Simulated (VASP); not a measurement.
Ge: single point with PBEsol

The system is Ge.

```
Ge
1.0
     0.00000    2.52027    3.56367
     2.52027    0.00000    3.56367
     2.52027    2.52027    0.00000
Ge
2
Direct
  0.50000 0.50000 0.50000
  0.75000 0.75000 0.75000
```

This cell differs from its parent crystal: ratio of the length along z to the lengths across it x 1.414, volume and fractional coordinates fixed.

```
Program                : VASP 6.6.1
Task                   : single point
Functional             : PBEsol
Potentials or basis    : VASP PAW PBE potentials, release 64 (Ge_d)
Cutoff                 : 520 eV
k mesh                 : 16 × 16 × 16
Occupations            : gaussian, width 0.15 eV
Spin                   : no spin polarisation
Dipole correction      : no
Further INCAR settings : ALGO = Normal; EDIFF = 1e-06; NBANDS = 21
```

| Item | Value |
| --- | --- |
| Pressure | 0.7 GPa |
| Band gap on the k mesh | zero (bands 14 and 15 overlap by 1.62 eV) |

Stress tensor (GPa, compression positive):
```
 5.34  0.00  0.00
 0.00  5.34  0.00
 0.00  0.00 -8.62
```

Levels at points of the mesh, in eV from the Fermi level:
```tsv
k point	band 12	band 13	band 14	band 15	band 16	band 17
(0.00, 0.00, 0.00)	-2.37	-1.70	1.26	1.26	2.59	2.59
(0.50, 0.00, 0.00)	-7.57	-2.94	-1.51	0.67	4.79	4.89
(0.50, 0.50, 0.00)	-9.92	-1.07	-1.07	2.79	2.79	8.46
(0.50, 0.00, 0.50)	-8.12	-3.47	-3.47	-0.12	-0.12	6.22
```

Run time: 6.3 min on 1 thread of Intel Xeon 8259CL (shared host), peak memory 0.37 GiB.

Caveat: the stress differs along the axes, from -9 to 5 GPa; the PAW data sets were made with another functional, which shifts forces and pressure a little.
